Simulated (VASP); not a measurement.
# MgS (I4/mmm) in VASP: notebook, part 2 of 2

VASP 6.6.1. Earlier steps stand in the parts before.

## (3) Single point, PBEsol (strain +0.000 along x and y, -0.015 along z)

File INCAR:

```
SYSTEM = MgS
  PREC = Accurate
  ENCUT = 520
  EDIFF = 1E-7
  ISMEAR = 0
  SIGMA = 0.05
  LREAL = .FALSE.
  LASPH = .TRUE.
  NELM = 80
  ALGO = Normal
  ISIF = 2
  LWAVE = .FALSE.
  LCHARG = .FALSE.
  GGA = PS
  NBANDS = 11
```

File KPOINTS:

```
regular mesh
0
G
  8 8 8
  0 0 0
```

File POSCAR:

```
MgS
1.0
    0.0000000000      2.6016500000      2.5626252500
    2.6016500000      0.0000000000      2.5626252500
    2.6016500000      2.6016500000      0.0000000000
Mg S
1 1
Direct
    0.0000000000      0.0000000000      0.0000000000
    0.5000000000      0.5000000000      0.5000000000
```

Potentials or basis: VASP PAW PBE potentials, release 64 (Mg, S).

Started as:

```console
cat potpaw_PBE.64/Mg/POTCAR potpaw_PBE.64/S/POTCAR > POTCAR
mpirun -np 1 vasp_std > vasp.out
```

OUTCAR:

```text
SYSTEM = MgS
   PREC = Accurate
   ENCUT = 520
   EDIFF = 1E-7
   ISMEAR = 0
   LREAL = .FALSE.
   LASPH = .TRUE.
   NELM = 80
   ISIF = 2
   GGA = PS

 ion  position               nearest neighbor table
   1  0.000  0.000  0.000-   2 2.56   2 2.56   2 2.60   2 2.60   2 2.60   2 2.60
   2  0.500  0.500  0.500-   1 2.56   1 2.56   1 2.60   1 2.60   1 2.60   1 2.60

  LATTYP: Found a body centered tetragonal cell.
 ALAT       =     3.6792887145
 C/A-ratio  =     1.3930003589

  Lattice vectors:

 A1 = (   0.0000000000,  -2.6016500000,  -2.5626252500)
 A2 = (   0.0000000000,   2.6016500000,  -2.5626252500)
 A3 = (   2.6016500000,   0.0000000000,   2.5626252500)

Analysis of symmetry for initial positions (statically):
=====================================================================
 Subroutine PRICEL returns:
 Original cell was already a primitive cell.

 Routine SETGRP: Setting up the symmetry group for a
 body centered tetragonal supercell.

 Subroutine GETGRP returns: Found 16 space group operations
 (whereof 16 operations were pure point group operations)
 out of a pool of 16 trial point group operations.

The static configuration has the point symmetry D_4h.

Analysis of symmetry for dynamics (positions and initial velocities):
=====================================================================
 Subroutine PRICEL returns:
 Original cell was already a primitive cell.

 Routine SETGRP: Setting up the symmetry group for a
 body centered tetragonal supercell.

 Subroutine GETGRP returns: Found 16 space group operations
 (whereof 16 operations were pure point group operations)
 out of a pool of 16 trial point group operations.

The dynamic configuration has the point symmetry D_4h.

 Subroutine INISYM returns: Found 16 space group operations
 (whereof 16 operations are pure point group operations),
 and found     1 'primitive' translations

----------------------------------------------------------------------------------------

[... 114 lines left out ...]
  Fermi-wavevector in a.u.,A,eV,Ry     =   1.003923  1.897140 13.712796  1.007862
  Thomas-Fermi vector in A             =   2.136506
   LORBIT       =      0    0 simple, 1 ext, 2 COOP (PROOUT), +10 PAW based schemes
   GGA     = PS    functional components
   LHFCALC =     F    Hartree Fock is set to
   AEXX    =    0.0000 exact exchange contribution
   IVDW    =     0    specifies the selected vdW correction
   LEPSILON=     F    determine dielectric tensor
   LRPA    =     F    only Hartree local field effects (RPA)
 non-spin polarized calculation
 Gauss-broadening in eV      SIGMA  =   0.05
  energy-cutoff  :      520.00
  volume of cell :       34.69
 maximum number of plane-waves:       946
   NGX = 13   NGY = 13   NGZ = 13

 number of electron       7.9999999 magnetization

 Free energy of the ion-electron system (eV)
  ---------------------------------------------------
  ext. energy  EPLUGINS =         0.00000000
  ---------------------------------------------------
  free energy    TOTEN  =        -9.07318308 eV

  energy without entropy =       -9.07318308  energy(sigma->0) =       -9.07318308

 E-fermi :   4.1053     XC(G=0):  -9.8989

 val. band max:        3.8332732155   @ k =   0.0000   0.0000   0.0000
 cond. band min:       6.4955932619   @ k =   0.5000   0.5000   0.0000
 fundamental gap:      2.6623200464
 Fermi energy:         4.1053374084

 k-point     1 :       0.0000    0.0000    0.0000
  band No.  band energies     occupation
      1      -8.9602      2.00000
      2       3.7654      2.00000
      3       3.8333      2.00000
      4       3.8333      2.00000
      5       7.5231      0.00000
      6      11.6045      0.00000
      7      11.6045      0.00000
      8      11.7622      0.00000
      9      14.0324      0.00000
     10      14.2441      0.00000
     11      16.1453      0.00000
[... 309 lines left out ...]
 k-point    24 :       0.3750   -0.0000    0.1250
  band No.  band energies     occupation
      1      -7.9265      2.00000
      2      -0.0390      2.00000
      3       2.8434      2.00000
      4       2.9979      2.00000
      5       9.0187      0.00000
      6      10.3389      0.00000
      7      11.8719      0.00000
      8      12.1042      0.00000
      9      15.2471      0.00000
     10      16.6020      0.00000
     11      16.7111      0.00000

 [... further k-points ...]
[... 5 lines left out ...]
  --------------------------------------------------------------------------------------
  -------------------------------------------------------------------------------------
  Total       -0.1121358     -0.1121358      0.2661671      0.0000000      0.0000000      0.0000000
  in kB       -5.1789556     -5.1789556     12.2928376      0.0000000      0.0000000      0.0000000
  external PRESSURE =       0.6449754 kB  Pullay stress =       0.0000000 kB

 VOLUME and BASIS-vectors are now :
 -----------------------------------------------------------------------------
  energy-cutoff  :      520.00
  volume of cell :       34.69
      direct lattice vectors                 reciprocal lattice vectors
     0.000000000  2.601650000  2.562625250    -0.192185728  0.192185728  0.195112415
     2.601650000  0.000000000  2.562625250     0.192185728 -0.192185728  0.195112415
     2.601650000  2.601650000  0.000000000     0.192185728  0.192185728 -0.195112415

 POSITION                                       TOTAL-FORCE (eV/Angst)
 -----------------------------------------------------------------------------------
      0.00000      0.00000      0.00000        -0.000000     -0.000000      0.000000
      2.60165      2.60165      2.56263         0.000000      0.000000     -0.000000
 -----------------------------------------------------------------------------------
    total drift:                                0.000000      0.000000      0.000000

  FREE ENERGIE OF THE ION-ELECTRON SYSTEM (eV)
  ---------------------------------------------------
  free  energy   TOTEN  =        -9.0731830818 eV

  energy  without entropy=       -9.0731830818  energy(sigma->0) =       -9.07318308
```

OSZICAR:

```text
N       E                     dE             d eps       ncg     rms          rms(c)
DAV:   1     0.211246527203E+02    0.21125E+02   -0.35697E+03  1378   0.593E+02
DAV:   2    -0.798759533930E+01   -0.29112E+02   -0.27263E+02  1614   0.986E+01
DAV:   3    -0.943059504640E+01   -0.14430E+01   -0.14403E+01  1624   0.232E+01
DAV:   4    -0.943924006113E+01   -0.86450E-02   -0.86443E-02  1559   0.216E+00
DAV:   5    -0.943930887906E+01   -0.68818E-04   -0.68818E-04  1623   0.191E-01    0.417E+00
DAV:   6    -0.911671864878E+01    0.32259E+00   -0.67582E-01  1502   0.321E+00    0.315E+00
DAV:   7    -0.907597555977E+01    0.40743E-01   -0.18509E-01  1534   0.182E+00    0.195E+00
DAV:   8    -0.907341856356E+01    0.25570E-02   -0.10272E-02  1454   0.580E-01    0.753E-01
DAV:   9    -0.907319295735E+01    0.22561E-03   -0.52973E-04  1517   0.127E-01    0.316E-01
DAV:  10    -0.907318404279E+01    0.89146E-05   -0.16616E-04  1511   0.572E-02    0.210E-02
DAV:  11    -0.907318332900E+01    0.71378E-06   -0.30158E-06  1542   0.953E-03    0.171E-02
DAV:  12    -0.907318312294E+01    0.20607E-06   -0.36675E-07  1572   0.333E-03    0.183E-03
DAV:  13    -0.907318308176E+01    0.41179E-07   -0.25903E-08   904   0.706E-04
   1 F= -.90731831E+01 E0= -.90731831E+01  d E =-.152667E-16
```

Run time: 17 s. Hardware: 1 thread of AMD EPYC 7R13, shared host; peak memory 0.17 GiB.

Results:

```yaml
Free_energy: -9.0732 eV
Pressure: 0.1 GPa
Band_gap_on_the_k_mesh: 2.66 eV, indirect (least direct gap 3.69 eV)
```

Stress tensor (GPa, compression positive):
```
-0.52  0.00  0.00
 0.00 -0.52  0.00
 0.00  0.00  1.23
```

Caveat: the cell differs from its parent crystal (strain +0.000 along x and y, -0.015 along z); the PAW data sets were made with another functional, which shifts forces and pressure a little. A k mesh can miss the band edges.
